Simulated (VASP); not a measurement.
# BaTe (Fm-3m) in VASP: a series of runs

BaTe is run at these levels: PBEsol; tasks: single point.

Everything below comes from runs of VASP 6.6.1. Logs are shortened: lines on timing, memory, paths and dates and some standing lists are left out, and cuts for length are marked.

### Step 1. The cell of the first run

Symmetry: Fm-3m, No. 225, cubic system. Conventional cell: a = 6.361 Å, b = 6.361 Å, c = 6.361 Å, α = 90.00°, β = 90.00°, γ = 90.00°. Ba (site symmetry m-3m) has 6 Te at 3.18 Å within 4.2 Å. Within 4.2 Å of Te (site symmetry m-3m) lie 6 Ba at 3.18 Å.

### Step 2. Single point, PBEsol

INCAR reads:

```
  PREC = Accurate
  ENCUT = 520
  EDIFF = 1E-6
  ISMEAR = 0
  SIGMA = 0.01
  LREAL = F
  LASPH = T
  NELM = 80
  ALGO = Normal
  ISIF = 2
  LWAVE = F
  LCHARG = F
  GGA = PS
  NBANDS = 15
```

KPOINTS reads:

```
Automatic mesh
0
Gamma
  6 6 6
```

POSCAR reads:

```
BaTe
1.0
    3.1805801191      3.1805801191      0.0000000000
   -3.1805801191      3.1805801191      0.0000000000
    0.0000000000      3.1805801191      3.1805801191
Ba Te
1 1
Direct
    0.0000000000      0.0000000000      0.0000000000
    0.5000000000      0.5000000000      0.0000000000
```

Potentials or basis: VASP PAW PBE potentials, release 64 (Ba_sv, Te).

Started as:

```
> cat potpaw_PBE.64/Ba_sv/POTCAR potpaw_PBE.64/Te/POTCAR > POTCAR
> mpirun -np 1 vasp_std > vasp.out
```

OUTCAR:

```text
PREC = Accurate
   ENCUT = 520
   EDIFF = 1E-6
   ISMEAR = 0
   LREAL = F
   LASPH = T
   NELM = 80
   ISIF = 2
   GGA = PS

 ion  position               nearest neighbor table
   1  0.000  0.000  0.000-   2 3.18   2 3.18   2 3.18   2 3.18   2 3.18   2 3.18
   2  0.500  0.500  0.000-   1 3.18   1 3.18   1 3.18   1 3.18   1 3.18   1 3.18

  LATTYP: Found a face centered cubic cell.
 ALAT       =     6.3611602382

  Lattice vectors:

 A1 = (   0.0000000000,   3.1805801191,   3.1805801191)
 A2 = (   3.1805801191,   0.0000000000,   3.1805801191)
 A3 = (   3.1805801191,   3.1805801191,   0.0000000000)

Analysis of symmetry for initial positions (statically):
=====================================================================
 Subroutine PRICEL returns:
 Original cell was already a primitive cell.

 Routine SETGRP: Setting up the symmetry group for a
 face centered cubic supercell.

 Subroutine GETGRP returns: Found 48 space group operations
 (whereof 48 operations were pure point group operations)
 out of a pool of 48 trial point group operations.

The static configuration has the point symmetry O_h .

Analysis of symmetry for dynamics (positions and initial velocities):
=====================================================================
 Subroutine PRICEL returns:
 Original cell was already a primitive cell.

 Routine SETGRP: Setting up the symmetry group for a
 face centered cubic supercell.

 Subroutine GETGRP returns: Found 48 space group operations
 (whereof 48 operations were pure point group operations)
 out of a pool of 48 trial point group operations.

The dynamic configuration has the point symmetry O_h .

 Subroutine INISYM returns: Found 48 space group operations
 (whereof 48 operations are pure point group operations),
 and found     1 'primitive' translations

----------------------------------------------------------------------------------------

                                     Primitive cell

  volume of cell :      64.3501

  direct lattice vectors                    reciprocal lattice vectors
     3.180580119  3.180580119  0.000000000     0.157204026  0.157204026 -0.157204026
    -3.180580119  3.180580119  0.000000000    -0.157204026  0.157204026 -0.157204026
     0.000000000  3.180580119  3.180580119     0.000000000  0.000000000  0.314408052

  length of vectors
     4.498019541  4.498019541  4.498019541     0.272285360  0.272285360  0.314408052

  position of ions in fractional coordinates (direct lattice)
     0.000000000  0.000000000  0.000000000
     0.500000000  0.500000000  0.000000000

  ion indices of the primitive-cell ions
   primitive index   ion index
                 1           1
                 2           2

----------------------------------------------------------------------------------------

 KPOINTS: Automatic mesh

Automatic generation of k-mesh.
 Grid dimensions read from file:
 generate k-points for:    6    6    6

 Generating k-lattice:

  Cartesian coordinates                     Fractional coordinates (reciprocal lattice)
     0.026200671  0.026200671 -0.026200671     0.166666667  0.000000000  0.000000000
    -0.026200671  0.026200671 -0.026200671     0.000000000  0.166666667  0.000000000
     0.000000000  0.000000000  0.052401342     0.000000000  0.000000000  0.166666667

  Length of vectors
     0.045380893  0.045380893  0.052401342

  Shift w.r.t. Gamma in fractional coordinates (k-lattice)
     0.000000000  0.000000000  0.000000000

 Subroutine IBZKPT returns following result:
 ===========================================

 Found     16 irreducible k-points:

 Following reciprocal coordinates:
            Coordinates               Weight
  0.000000  0.000000  0.000000      1.000000
  0.166667  0.000000  0.000000      8.000000
  0.333333  0.000000  0.000000      8.000000
  0.500000  0.000000  0.000000      4.000000
  0.166667  0.166667  0.000000     12.000000
  0.333333  0.166667  0.000000     24.000000
[... 8 lines left out ...]
  0.500000  0.333333  0.166667     24.000000
  0.500000  0.500000  0.166667     12.000000
   k-points           NKPTS =     16   k-points in BZ     NKDIM =     16   number of bands    NBANDS=     15
   number of dos      NEDOS =    301   number of ions     NIONS =      2
   total plane-waves  NPLWV =  46656
   dimension x,y,z NGX =    36 NGY =   36 NGZ =   36
   dimension x,y,z NGXF=    72 NGYF=   72 NGZF=   72
   ions per type =               1   1
   NGX,Y,Z   is equivalent  to a cutoff of  13.31, 13.31, 13.31 a.u.
   NGXF,Y,Z  is equivalent  to a cutoff of  26.61, 26.61, 26.61 a.u.
 SYSTEM =  unknown system
   PREC   = accura    normal or accurate (medium, high low for compatibility)
   ISTART =      0    job   : 0-new  1-cont  2-samecut
   ICHARG =      2    charge: 1-file 2-atom 10-const
   ISPIN  =      1    spin polarized calculation?
   LNONCOLLINEAR =      F non collinear calculations
   LSORBIT =      F    spin-orbit coupling
   LASPH  =      T    aspherical Exc in radial PAW
   ENCUT  =  520.0 eV  38.22 Ry    6.18 a.u.   8.36  8.36  8.36*2*pi/ulx,y,z
   NELM   =     80;   NELMIN=  2; NELMDL= -5     # of ELM steps
   EDIFF  = 0.1E-05   stopping-criterion for ELM
   LREAL  =      F    real-space projection
   EDIFFG = 0.1E-04   stopping-criterion for IOM
   NSW    =      0    number of steps for IOM
   IBRION =     -1    ionic relax: 0-MD 1-quasi-New 2-CG
   NFREE  =      0    steps in history (QN), initial steepest desc. (CG)
   ISIF   =      2    stress and relaxation
   ISYM   =      2    0-nonsym 1-usesym 2-fastsym
   POTIM  = 0.5000    time-step for ionic-motion
   TEBEG  =    0.0;   TEEND  =   0.0 temperature during run
   PSTRESS=    0.0 pullay stress
   NELECT =      16.0000    total number of electrons
   NUPDOWN=      -1.0000    fix difference up-down
   EMIN   =  10.00;   EMAX   =-10.00  energy-range for DOS
   EFERMI =   0.00;   METHOD = LEGACY
   ISMEAR =     0;   SIGMA  =   0.01  broadening in eV -4-tet -1-fermi 0-gaus
   EFERMI_NEDOS =   21; number of points for ismear=-14 and -15
   IALGO  =     38    algorithm
   IMIX   =      4    mixing-type and parameters
     AMIX     =   0.40;   BMIX     =  1.00
     AMIX_MAG =   1.60;   BMIX_MAG =  1.00
  volume/ion in A,a.u.               =      32.18       217.13
  Fermi-wavevector in a.u.,A,eV,Ry     =   1.029434  1.945348 14.418560  1.059734
  Thomas-Fermi vector in A             =   2.163481
   LORBIT       =      0    0 simple, 1 ext, 2 COOP (PROOUT), +10 PAW based schemes
   GGA     = PS    functional components
   LHFCALC =     F    Hartree Fock is set to
   AEXX    =    0.0000 exact exchange contribution
   IVDW    =     0    specifies the selected vdW correction
   LEPSILON=     F    determine dielectric tensor
   LRPA    =     F    only Hartree local field effects (RPA)
 non-spin polarized calculation
 Gauss-broadening in eV      SIGMA  =   0.01
  energy-cutoff  :      520.00
  volume of cell :       64.35
 maximum number of plane-waves:      1759
 NGX is ok and might be reduce to    36
   NGX = 17   NGY = 17   NGZ = 17

 number of electron      16.0000000 magnetization

 Free energy of the ion-electron system (eV)
  ---------------------------------------------------
  ext. energy  EPLUGINS =         0.00000000
  ---------------------------------------------------
  free energy    TOTEN  =        -8.40431352 eV

  energy without entropy =       -8.40431352  energy(sigma->0) =       -8.40431352

 E-fermi :   4.3680     XC(G=0):  -9.6202

 val. band max:        4.3208320215   @ k =   0.0000   0.0000   0.0000
 cond. band min:       4.8551058711   @ k =   0.5000   0.5000   0.0000
 fundamental gap:      0.5342738496
 Fermi energy:         4.3680463186

 k-point     1 :       0.0000    0.0000    0.0000
  band No.  band energies     occupation
      1     -22.1369      2.00000
      2      -7.3425      2.00000
      3      -7.3425      2.00000
      4      -7.3425      2.00000
      5      -6.0318      2.00000
      6       4.3208      2.00000
      7       4.3208      2.00000
      8       4.3208      2.00000
      9       6.7876      0.00000
     10       6.7876      0.00000
     11       6.7876      0.00000
     12       7.8062      0.00000
     13       7.8062      0.00000
     14       8.3555      0.00000
     15      10.9812      0.00000

 k-point     2 :       0.1667    0.0000    0.0000
  band No.  band energies     occupation
      1     -22.1209      2.00000
      2      -7.8885      2.00000
      3      -7.3468      2.00000
      4      -7.3468      2.00000
      5      -5.3641      2.00000
      6       3.1805      2.00000
      7       3.6178      2.00000
      8       3.6178      2.00000
      9       6.9850      0.00000
     10       7.2560      0.00000
     11       7.2560      0.00000
     12       9.0229      0.00000
     13       9.0229      0.00000
     14       9.6233      0.00000
     15      12.1828      0.00000

 k-point     3 :       0.3333    0.0000    0.0000
  band No.  band energies     occupation
      1     -22.0887      2.00000
      2      -8.5143      2.00000
      3      -7.3548      2.00000
      4      -7.3548      2.00000
      5      -4.4480      2.00000
      6       1.7125      2.00000
      7       2.7463      2.00000
      8       2.7463      2.00000
      9       7.6192      0.00000
     10       8.4563      0.00000
     11       8.4563      0.00000
     12      10.9157      0.00000
     13      11.4436      0.00000
     14      11.4436      0.00000
     15      13.9355      0.00000
[... 199 lines left out ...]
 k-point    15 :       0.5000    0.3333    0.1667
  band No.  band energies     occupation
      1     -22.0568      2.00000
      2      -8.3112      2.00000
      3      -7.7040      2.00000
      4      -7.5550      2.00000
      5      -4.7873      2.00000
      6       2.0684      2.00000
      7       2.9965      2.00000
      8       3.0895      2.00000
      9       7.7950      0.00000
     10       7.9429      0.00000
     11      10.4330      0.00000
     12      10.8143      0.00000
     13      10.8568      0.00000
     14      12.7502      0.00000
     15      13.9668      0.00000

 k-point    16 :       0.5000    0.5000    0.1667
  band No.  band energies     occupation
      1     -22.0516      2.00000
      2      -7.9080      2.00000
      3      -7.8958      2.00000
      4      -7.7082      2.00000
      5      -5.2062      2.00000
      6       2.7284      2.00000
      7       3.2351      2.00000
      8       3.4166      2.00000
      9       6.4387      0.00000
     10       9.1133      0.00000
     11       9.7824      0.00000
     12      10.8209      0.00000
     13      10.9715      0.00000
     14      12.5611      0.00000
     15      13.6633      0.00000

------------------------ aborting loop because EDIFF is reached ----------------------------------------

  FORCE on cell =-STRESS in cart. coord.  units (eV):
  Direction    XX          YY          ZZ          XY          YZ          ZX
  --------------------------------------------------------------------------------------
  -------------------------------------------------------------------------------------
  Total        6.3849365      6.3849365      6.3849365     -0.0000000      0.0000000     -0.0000000
  in kB      158.9710901    158.9710901    158.9710901     -0.0000000      0.0000000     -0.0000000
  external PRESSURE =     158.9710901 kB  Pullay stress =       0.0000000 kB

 VOLUME and BASIS-vectors are now :
 -----------------------------------------------------------------------------
  energy-cutoff  :      520.00
  volume of cell :       64.35
      direct lattice vectors                 reciprocal lattice vectors
     3.180580119  3.180580119  0.000000000     0.157204026  0.157204026 -0.157204026
    -3.180580119  3.180580119  0.000000000    -0.157204026  0.157204026 -0.157204026
     0.000000000  3.180580119  3.180580119     0.000000000  0.000000000  0.314408052

 POSITION                                       TOTAL-FORCE (eV/Angst)
 -----------------------------------------------------------------------------------
      0.00000      0.00000      0.00000         0.000000      0.000000      0.000000
      0.00000      3.18058      0.00000        -0.000000     -0.000000      0.000000
 -----------------------------------------------------------------------------------
    total drift:                               -0.000000      0.000000     -0.000000

  FREE ENERGIE OF THE ION-ELECTRON SYSTEM (eV)
  ---------------------------------------------------
  free  energy   TOTEN  =        -8.4043135152 eV

  energy  without entropy=       -8.4043135152  energy(sigma->0) =       -8.40431352
```

Wall time 18 s (1 thread of Intel Xeon Platinum 8375C at 2.90GHz (Ice Lake), shared host); peak memory 0.2 GiB.

What came out:

```yaml
Free_energy: -8.4043 eV
Pressure: 15.9 GPa
Band_gap_on_the_k_mesh: 0.53 eV, indirect (least direct gap 0.83 eV)
```

Caveat: the PAW data sets were made with another functional, which shifts forces and pressure a little; spin-orbit coupling is left out, which moves the levels of the heavy elements. A hybrid or GW would open this gap; PBEsol tends to underestimate it.

### Step 3. Single point, PBEsol

This run uses another cell than the first one, of 34.23 Å³/atom, 1.064 times its volume.

INCAR reads:

```
  PREC = Accurate
  ENCUT = 520
  EDIFF = 1E-7
  ISMEAR = 0
  SIGMA = 0.01
  LREAL = False
  LASPH = True
  NELM = 80
  ALGO = Normal
  ISIF = 2
  LWAVE = False
  LCHARG = False
  GGA = PS
  NBANDS = 15
```

KPOINTS is that of step 2.

POSCAR reads:

```
BaTe
1.0
    3.2468371767      3.2468371767      0.0000000000
   -3.2468371767      3.2468371767      0.0000000000
    0.0000000000      3.2468371767      3.2468371767
Ba Te
1 1
Direct
    0.0000000000      0.0000000000      0.0000000000
    0.5000000000      0.5000000000      0.0000000000
```

Potentials or basis: VASP PAW PBE potentials, release 64 (Ba_sv, Te).

Started as:

```
> cat potpaw_PBE.64/Ba_sv/POTCAR potpaw_PBE.64/Te/POTCAR > POTCAR
> mpirun -np 1 vasp_std > vasp.out
```

Run time: 18 s. Hardware: 1 thread of Intel Xeon Platinum 8375C at 2.90GHz (Ice Lake), shared host; peak memory 0.21 GiB.

It converged, with:

```yaml
Free_energy: -8.7428 eV
Pressure: 10.8 GPa
Band_gap_on_the_k_mesh: 0.77 eV, indirect (least direct gap 1.11 eV)
```

Levels at points of the mesh, in eV from the valence-band top:
```
           k point  band 6  band 7  band 8  band 9  band 10  band 11
(0.00, 0.00, 0.00)    0.00    0.00    0.00    2.59     2.59     2.59
(0.50, 0.00, 0.00)   -3.00   -1.71   -1.71    4.34     5.20     5.24
(0.50, 0.50, 0.00)   -1.11   -0.34   -0.34    0.77     4.72     5.60
```

Caveat: the PAW data sets were made with another functional, which shifts forces and pressure a little; spin-orbit coupling is left out, which moves the levels of the heavy elements. A k mesh can miss the band edges.

### Step 4. Single point, PBEsol

This run uses another cell than the first one, of 35.82 Å³/atom, 1.113 times its volume.

INCAR reads:

```
ALGO = Normal ; EDIFF = 1E-6
ENCUT = 520 ; GGA = PS
ISIF = 2 ; ISMEAR = 0
LASPH = True ; LCHARG = False
LREAL = False ; LWAVE = False
NBANDS = 15 ; NELM = 60
PREC = Accurate ; SIGMA = 0.01
```

KPOINTS reads:

```
k-points
0
Gamma
  6 6 6
```

POSCAR reads:

```
BaTe
1.0
    3.2963438533      3.2963438533      0.0000000000
   -3.2963438533      3.2963438533      0.0000000000
    0.0000000000      3.2963438533      3.2963438533
Ba Te
1 1
Direct
    0.0000000000      0.0000000000      0.0000000000
    0.5000000000      0.5000000000      0.0000000000
```

Potentials or basis: VASP PAW PBE potentials, release 64 (Ba_sv, Te).

Started as:

```
> cat potpaw_PBE.64/Ba_sv/POTCAR potpaw_PBE.64/Te/POTCAR > POTCAR
> mpirun -np 1 vasp_std > vasp.out
```

OUTCAR:

```text
EDIFF = 1E-6
   ENCUT = 520
   GGA = PS
   ISIF = 2
   ISMEAR = 0
   LASPH = True
   LREAL = False
   NELM = 60
   PREC = Accurate

 ion  position               nearest neighbor table
   1  0.000  0.000  0.000-   2 3.30   2 3.30   2 3.30   2 3.30   2 3.30   2 3.30
   2  0.500  0.500  0.000-   1 3.30   1 3.30   1 3.30   1 3.30   1 3.30   1 3.30

  LATTYP: Found a face centered cubic cell.
 ALAT       =     6.5926877066

  Lattice vectors:

 A1 = (   0.0000000000,   3.2963438533,   3.2963438533)
[... 464 lines left out ...]
------------------------ aborting loop because EDIFF is reached ----------------------------------------

  FORCE on cell =-STRESS in cart. coord.  units (eV):
  Direction    XX          YY          ZZ          XY          YZ          ZX
  --------------------------------------------------------------------------------------
  -------------------------------------------------------------------------------------
  Total        3.4208660      3.4208660      3.4208660      0.0000000      0.0000000     -0.0000000
  in kB       76.5101632     76.5101632     76.5101632      0.0000000      0.0000000     -0.0000000
  external PRESSURE =      76.5101632 kB  Pullay stress =       0.0000000 kB

 VOLUME and BASIS-vectors are now :
 -----------------------------------------------------------------------------
  energy-cutoff  :      520.00
  volume of cell :       71.64
      direct lattice vectors                 reciprocal lattice vectors
     3.296343853  3.296343853  0.000000000     0.151683205  0.151683205 -0.151683205
    -3.296343853  3.296343853  0.000000000    -0.151683205  0.151683205 -0.151683205
     0.000000000  3.296343853  3.296343853     0.000000000  0.000000000  0.303366410

 POSITION                                       TOTAL-FORCE (eV/Angst)
 -----------------------------------------------------------------------------------
      0.00000      0.00000      0.00000         0.000000      0.000000      0.000000
      0.00000      3.29634      0.00000        -0.000000     -0.000000      0.000000
 -----------------------------------------------------------------------------------
    total drift:                               -0.000000      0.000000     -0.000000

  FREE ENERGIE OF THE ION-ELECTRON SYSTEM (eV)
  ---------------------------------------------------
  free  energy   TOTEN  =        -8.9243234887 eV

  energy  without entropy=       -8.9243234887  energy(sigma->0) =       -8.92432349
```

OSZICAR:

```text
N       E                     dE             d eps       ncg     rms          rms(c)
DAV:   1     0.822982181689E+02    0.82298E+02   -0.64748E+03   480   0.910E+02
DAV:   2    -0.426038730718E+01   -0.86559E+02   -0.78895E+02   621   0.160E+02
DAV:   3    -0.891853866334E+01   -0.46582E+01   -0.46243E+01   644   0.396E+01
DAV:   4    -0.902470042258E+01   -0.10616E+00   -0.10613E+00   597   0.615E+00
DAV:   5    -0.902836701677E+01   -0.36666E-02   -0.36663E-02   645   0.917E-01    0.502E+00
DAV:   6    -0.893711551829E+01    0.91251E-01   -0.78583E-02   571   0.153E+00    0.324E+00
DAV:   7    -0.892413560182E+01    0.12980E-01   -0.72510E-02   592   0.154E+00    0.679E-01
DAV:   8    -0.892410332776E+01    0.32274E-04   -0.82470E-03   543   0.539E-01    0.190E-01
DAV:   9    -0.892426170843E+01   -0.15838E-03   -0.32379E-04   585   0.130E-01    0.519E-02
DAV:  10    -0.892431617303E+01   -0.54465E-04   -0.34409E-05   606   0.379E-02    0.149E-02
DAV:  11    -0.892432429105E+01   -0.81180E-05   -0.13823E-05   536   0.227E-02    0.151E-02
DAV:  12    -0.892432348872E+01    0.80233E-06   -0.16116E-06   599   0.782E-03
   1 F= -.89243235E+01 E0= -.89243235E+01  d E =-.204811E-12
```

Wall time 17 s (1 thread of Intel Xeon Platinum 8375C at 2.90GHz (Ice Lake), shared host); peak memory 0.21 GiB.

Results:

```
Free energy            : -8.9243 eV
Pressure               : 7.7 GPa
Band gap on the k mesh : 0.93 eV, indirect (least direct gap 1.29 eV)
```

Caveat: the PAW data sets were made with another functional, which shifts forces and pressure a little; spin-orbit coupling is left out, which moves the levels of the heavy elements. A hybrid or GW would open this gap; PBEsol tends to underestimate it.

### Step 5. The runs side by side

| cell | gap on the mesh (eV) | pressure (GPa) |
| --- | --- | --- |
| a = 4.498 Å, angles 60.0, 60.0, 90.0°, 2 atoms | 0.53 | 15.9 |
| a = 4.592 Å, angles 60.0, 60.0, 90.0°, 2 atoms | 0.77 | 10.8 |
| a = 4.662 Å, angles 60.0, 60.0, 90.0°, 2 atoms | 0.93 | 7.7 |

Alike in all rows: task single point; level PBEsol; potentials or basis VASP PAW PBE potentials, release 64 (Ba_sv, Te); no spin polarisation; k mesh 6 × 6 × 6; cutoff (eV) 520; smearing gaussian 0.01 eV.

Caveats: the PAW data sets were made with another functional, which shifts forces and pressure a little; spin-orbit coupling is left out, which moves the levels of the heavy elements.

Total energies depend on the potentials used, so only differences within one code and one set of settings carry meaning.
